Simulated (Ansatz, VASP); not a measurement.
**BN: VASP beside Ansatz**

Contents of INCAR:

```
SYSTEM = BN
PREC = Accurate
ENCUT = 520
EDIFF = 1E-6
ISMEAR = 0
SIGMA = 0.01
LREAL = .FALSE.
LASPH = .TRUE.
NELM = 80
ALGO = Normal
ISIF = 2
LWAVE = .FALSE.
LCHARG = .FALSE.
GGA = PS
NBANDS = 11
```

Contents of KPOINTS:

```
regular mesh
0
G
  10 10 10
  0 0 0
```

Contents of POSCAR:

```
BN
1.0
    1.2511217800      0.7223355000      3.3729344000
   -1.2511217800      0.7223355000      3.3729344000
    0.0000000000     -1.4446710000      3.3729344000
B N
1 1
Direct
    0.9996712000      0.9996712000      0.9996712000
    0.3327618000      0.3327618000      0.3327618000
```

Input for Ansatz:

```yaml
crystal:
  lattice:
    - [1.25112178, 0.7223355, 3.3729344]
    - [-1.25112178, 0.7223355, 3.3729344]
    - [0.0, -1.444671, 3.3729344]
  atoms:
    - { symbol: B, position: [0.9996712000000001, 0.9996712, 0.9996712] }
    - { symbol: "N", position: [0.3327618, 0.3327618, 0.3327618] }
kpoints:
  mp_grid:
    grid: [10, 10, 10]
hamiltonian:
  xc: pbesol
scf:
  occupations:
    method: fixed
output:
  eigenvalues: true
```

Alike in both runs: task single point; functional PBEsol; k mesh 10 × 10 × 10; no spin polarisation.

|  | VASP | Ansatz |
| --- | --- | --- |
| version | VASP 6.6.1 | Ansatz 0.2.0 |
| potentials or method | VASP PAW PBE potentials, release 64 (B, N) | plane waves, PAW |
| plane-wave cutoff (eV) | 520 | 420 |
| occupations | gaussian, width 0.01 eV | fixed |
| valence electrons in the cell | 8 | 8 |

```csv
,VASP,Ansatz,Ansatz less VASP
gap on the k mesh at the Fermi level (eV),4.14,4.15,+0.010
```

VASP's potentials were made for PBE, not for PBEsol.
